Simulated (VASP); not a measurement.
# Hf8O17 (a cell with a defect): single point with PBE

System: Hf8O17 (a cell with a defect).

```xyz
25
Lattice="-0.8929 5.2125 5.2776 4.2687 0.0000 5.2726 5.1616 5.2125 -0.0050" Properties=species:S:1:pos:R:3 pbc="T T T"
Hf    0.8419    2.1780    3.8748
Hf    4.9381    7.6257    9.0820
Hf    8.2641    4.8242    3.9563
Hf    2.9840    5.0244    4.1826
Hf    3.4336    2.8729    1.4597
Hf    8.0998    7.8466    6.7204
Hf    5.4222    5.4836    6.5558
Hf    0.2402    5.5169    6.2627
O     6.7283    3.8583    5.0718
O     1.5813    3.7629    5.0714
O     2.4045    1.3046    2.8041
O     6.5641    6.4711    8.1137
O     7.0776    6.4451    5.4735
O     1.9803    6.4995    5.4506
O     1.8946    3.9060    2.4452
O     6.1941    9.1544    7.7505
O    -0.1894    1.0698    2.3383
O     4.3245    7.1031    7.0642
O     4.6955    4.2940    0.6745
O     3.6294    4.5133    6.3511
O     4.1602    3.5231    3.4295
O     8.5201    8.4302    8.7269
O     4.7610    5.9902    4.6796
O     4.0974    5.6935    9.3354
O     4.7125    2.2531    5.6839
```

```
Program             : VASP 6.6.1
Task                : single point
Functional          : PBE
Potentials or basis : VASP PAW PBE potentials, release 64 (Hf_pv, O)
Cutoff              : 520 eV
k mesh              : 1 × 1 × 1
Occupations         : fermi-dirac, width 0.01 eV
Spin                : no spin polarisation
```

| Quantity | Value |
| --- | --- |
| Largest force | 0.137 eV/Å |

Forces on the atoms (eV/Å):
```
Hf  -0.069 -0.070 -0.008
Hf  -0.073 -0.026 -0.002
Hf   0.039 -0.086  0.014
Hf   0.039 -0.001  0.045
Hf   0.042  0.020  0.021
Hf   0.105  0.001  0.019
Hf  -0.067  0.061 -0.041
Hf  -0.099  0.087 -0.038
O    0.069 -0.067 -0.031
O    0.054 -0.011 -0.072
O   -0.056 -0.001  0.043
O   -0.065 -0.071  0.030
O   -0.059  0.065  0.007
O   -0.055 -0.002  0.012
O    0.069  0.045 -0.051
O    0.050  0.043  0.060
O    0.083  0.091 -0.049
O   -0.014 -0.030  0.044
O   -0.006  0.023 -0.017
O    0.054 -0.054 -0.021
O   -0.003 -0.001 -0.013
O    0.011  0.018 -0.055
O    0.018  0.004  0.044
O   -0.057  0.048  0.059
O   -0.009 -0.085  0.002
```

Levels at points of the mesh, in eV from the Fermi level:
```tsv
k point	band 90	band 91	band 92	band 93	band 94	band 95
(0.00, 0.00, 0.00)	-0.95	-0.45	-0.34	3.65	3.86	3.98
```

Wall time 82 s on 1 thread of AMD EPYC 7R43 64-Core Processor (Zen 3) (shared host), peak memory 0.32 GiB.

Caveat: the k points lie up to 1.11 Å⁻¹ apart; the cell carries a net charge on a neutralising background, which shifts energy and pressure; the cell is charged against a uniform background, so pressure and absolute levels hang on convention; spin-orbit coupling is left out, which moves the levels of the heavy elements.
